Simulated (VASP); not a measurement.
Wanted: the native input for a VASP 6.6.1 run.

| Property | Result |
| --- | --- |
| Task | relaxation of shape and atoms at fixed volume |
| Functional | LDA |
| Potentials or basis | VASP PAW LDA potentials, release 64 (Zr_sv) |
| Cutoff | 600 eV |
| k mesh | 14 × 14 × 8 |
| Occupations | fermi-dirac, width 0.1 eV |
| Spin | no spin polarisation |
| Dipole correction | no |
| Further INCAR settings | ALGO = Normal; EDIFF = 1e-06; IBRION = 2; EDIFFG = -0.005; NSW = 50; ISIF = 4 |

The structure of Zr lies in POSCAR:

```
Zr
1.0
    2.4942402729      0.0000000000      0.0000000000
   -1.2471201364      2.1600754394      0.0000000000
    0.0000000000      0.0000000000      4.0450457726
Zr
2
Direct
    0.3333333333      0.6666666667      0.2500000000
    0.6666666667      0.3333333333      0.7500000000
```

These files were run (other wordings do the same):

INCAR

```
  PREC = Accurate
  ENCUT = 600
  EDIFF = 1E-6
  ISMEAR = -1
  SIGMA = 0.1
  LREAL = False
  LASPH = True
  NELM = 80
  ALGO = Normal
  ISIF = 4
  LWAVE = False
  LCHARG = False
  IBRION = 2
  NSW = 50
  EDIFFG = -0.005
```

KPOINTS

```
regular mesh
0
Gamma
  14 14 8
```

Potentials or basis: VASP PAW LDA potentials, release 64 (Zr_sv).

Command:

```console
$ cat potpaw_LDA.64/Zr_sv/POTCAR > POTCAR
$ mpirun -np 1 vasp_std > vasp.out
```

Results of the run:

- Energy gained by relaxing: 83.1 meV/atom
- Ionic steps: 4
- Pressure after relaxing: 225.7 GPa
- Band gap on the k mesh: zero (band 12 reaches 21.14 eV, above the bottom of band 13 at 19.51 eV)

Wall time 42 s on 1 thread of Intel(R) Xeon(R) 6975P-C (Granite Rapids), on a shared host, peak memory 0.15 GiB.
